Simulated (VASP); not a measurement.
**HfO2: single point with PBE**

The system is HfO2.

```
Hf O
1.0
     3.65837    0.00000    0.00000
     0.00000    3.65837    0.00000
     0.00000    0.00000    5.23224
Hf O
2 4
Direct
  0.50000 0.50000 0.50000
  0.00000 0.00000 0.00000
  0.00000 0.50000 0.69118
  0.50000 0.00000 0.80882
  0.50000 0.00000 0.30882
  0.00000 0.50000 0.19118
```

This cell differs from its parent crystal: biaxial strain in the a-b plane: +1.5 %, then relaxed in part.

| Property | Result |
| --- | --- |
| Program | VASP 6.6.1 |
| Task | single point |
| Functional | PBE |
| Potentials or basis | VASP PAW PBE potentials, release 64 (Hf_pv, O) |
| Cutoff | 520 eV |
| k mesh | 6 × 6 × 4 |
| Occupations | gaussian, width 0.02 eV |
| Spin | no spin polarisation |
| Dipole correction | no |
| Further INCAR settings | ALGO = Normal; EDIFF = 1e-06; NBANDS = 31 |

```
Pressure               : -8.2 GPa
Largest force          : 0.050 eV/Å
Band gap on the k mesh : 4.38 eV, indirect (least direct gap 4.47 eV)
```

Forces on the atoms (eV/Å):
```
Hf   0.000  0.000  0.000
Hf   0.000  0.000  0.000
O    0.000  0.000 -0.050
O    0.000  0.000  0.050
O    0.000  0.000  0.050
O    0.000  0.000 -0.050
```

Stress tensor (GPa, compression positive):
```
-10.98   0.00   0.00
  0.00 -10.98   0.00
  0.00   0.00  -2.76
```

Levels at points of the mesh, in eV from the valence-band top:
| k point | band 19 | band 20 | band 21 | band 22 | band 23 | band 24 | band 25 | band 26 |
| --- | --- | --- | --- | --- | --- | --- | --- | --- |
| (0.00, 0.00, 0.00) | -0.73 | -0.23 | -0.23 | -0.08 | 4.38 | 4.46 | 5.43 | 5.74 |
| (0.50, 0.00, 0.00) | -1.45 | -1.45 | -0.11 | -0.11 | 4.74 | 4.74 | 5.77 | 5.77 |
| (0.50, 0.50, 0.00) | -0.84 | -0.84 | -0.60 | -0.60 | 5.41 | 5.41 | 5.87 | 5.87 |
| (0.00, 0.00, 0.50) | -0.86 | -0.86 | -0.15 | -0.15 | 4.99 | 4.99 | 5.39 | 5.39 |
| (0.50, 0.00, 0.50) | -1.46 | -1.46 | -0.97 | -0.97 | 4.90 | 4.90 | 5.36 | 5.36 |
| (0.50, 0.50, 0.50) | -1.65 | -1.65 | -0.29 | -0.29 | 5.47 | 5.47 | 6.13 | 6.13 |

Run time: 45 s on 1 thread of Intel(R) Xeon(R) Platinum 8559C (Emerald Rapids) (shared host), peak memory 0.2 GiB.

Caveat: the cell differs from its parent crystal (biaxial strain in the a-b plane: +1.5 %, then relaxed in part); spin-orbit coupling is left out, which moves the levels of the heavy elements. A k mesh can miss the band edges.
